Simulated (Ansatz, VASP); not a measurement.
One calculation of Ge, two programs

```
Ge
1.0
     0.00000    2.86614    2.86614
     2.86614    0.00000    2.86614
     2.86614    2.86614    0.00000
Ge
2
Direct
  0.75000 0.75000 0.75000
  0.50000 0.50000 0.50000
```

Alike in both runs: task single point; functional revPBE; dispersion D3(BJ); k mesh 8 × 8 × 8; occupations fermi-dirac, width 0.05 eV; no spin polarisation.

```csv
,VASP,Ansatz
version,VASP 6.6.1,Ansatz 0.2.0
potentials or method,"VASP PAW PBE potentials, release 64 (Ge_d)",Ansatz PAW
plane-wave cutoff (eV),520,420
valence electrons in the cell,28,28
```

VASP gave:

* gap on the k mesh at the Fermi level (eV): none
* pressure (GPa): -1.8

Task: What did Ansatz give for the same quantities?

Result: gap on the k mesh at the Fermi level (eV): none; pressure (GPa): -1.6.

VASP's potentials were made for PBE, not for revPBE. A gap of «none» marks a metal or a gap that the smearing closes.
